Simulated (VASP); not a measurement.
Set up this calculation in VASP 6.6.1, as the native input.

```yaml
Task: relaxation of cell and atoms
Functional: LDA
Potentials_or_basis: VASP PAW LDA potentials, release 64 (Hf_pv, Os)
Cutoff: 600 eV
k_mesh: 7 × 7 × 7
Occupations: fermi-dirac, width 0.15 eV
Spin: no spin polarisation
Dipole_correction: no
Further_INCAR_settings: ALGO = Normal; EDIFF = 1e-07; IBRION = 2; EDIFFG = -0.02; NSW = 80; ISIF = 3
```

The structure of HfOs lies in POSCAR:

```
HfOs
1.0
    3.2390000000      0.0000000000      0.0000000000
    0.0000000000      3.2390000000      0.0000000000
    0.0000000000      0.0000000000      3.2390000000
Hf Os
1 1
Direct
    0.0000000000      0.0000000000      0.0000000000
    0.5000000000      0.5000000000      0.5000000000
```

These files were run (other wordings do the same):

INCAR

```
ALGO = Normal ; EDIFF = 1E-7
EDIFFG = -0.02 ; ENCUT = 600
GGA = CA ; GGA_COMPAT = F
IBRION = 2 ; ISIF = 3
ISMEAR = -1 ; LASPH = T
LCHARG = F ; LREAL = F
LWAVE = F ; NELM = 120
NELMIN = 4 ; NSW = 80
PREC = Accurate ; SIGMA = 0.15
```

KPOINTS

```
k-points
0
Gamma
  7 7 7
```

Potentials or basis: VASP PAW LDA potentials, release 64 (Hf_pv, Os).

The run is started by

```bash
$ cat potpaw_LDA.64/Hf_pv/POTCAR potpaw_LDA.64/Os/POTCAR > POTCAR
$ mpirun -np 1 vasp_std > vasp.out
```

Results of the run:

```
Relaxed volume                        : 16.41 Å³/atom
Relaxed cell                          : a = 3.201 Å, b = 3.201 Å, c = 3.201 Å, α = 90.00°, β = 90.00°, γ = 90.00°
Space group after relaxing (to 0.1 Å) : Pm-3m (No. 221)
Energy gained by relaxing             : 15.9 meV/atom
Ionic steps                           : 4
Pressure after relaxing               : -0.1 GPa
Band gap on the k mesh                : zero (bands 9 and 10 overlap by 0.54 eV)
```

Caveat: spin-orbit coupling is left out, which moves the levels of the heavy elements.

Wall time 65 s on 1 thread of Intel Xeon 8259CL, on a shared host, peak memory 0.15 GiB.
